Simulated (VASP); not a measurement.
# InP: single point with LDA

InP:

```xyz
2
Lattice="0.0000 2.9132 2.9132 2.9132 0.0000 2.9132 2.9132 2.9132 0.0000" Properties=species:S:1:pos:R:3 pbc="T T T"
In    0.0000    0.0000    0.0000
P     1.4566    1.4566    1.4566
```

```yaml
Program: VASP 6.6.1
Task: single point
Functional: LDA
Potentials_or_basis: VASP PAW LDA potentials, release 64 (In_d, P)
Cutoff: 500 eV
k_mesh: 7 × 7 × 7
Occupations: methfessel-paxton, width 0.01 eV
Spin: no spin polarisation
Dipole_correction: no
Further_INCAR_settings: ALGO = Normal; EDIFF = 1e-06; NBANDS = 16
```

```yaml
Pressure: 0.0 GPa
Band_gap_on_the_k_mesh: 0.61 eV
```

Levels at points of the mesh, in eV from the valence-band top:
```csv
k point,band 6,band 7,band 8,band 9,band 10,band 11,band 12,band 13
"(0.00, 0.00, 0.00)",-11.67,0.00,0.00,0.00,0.61,3.96,3.96,3.96
```

It took 15 s on 1 thread of Intel(R) Xeon(R) Platinum 8259CL CPU @ 2.50GHz (Skylake/Cascade Lake) (shared host), peak memory 0.15 GiB.

Caveat: semilocal functionals underestimate gaps, and a narrow one can read as zero; spin-orbit coupling is left out, which moves the levels of the heavy elements.
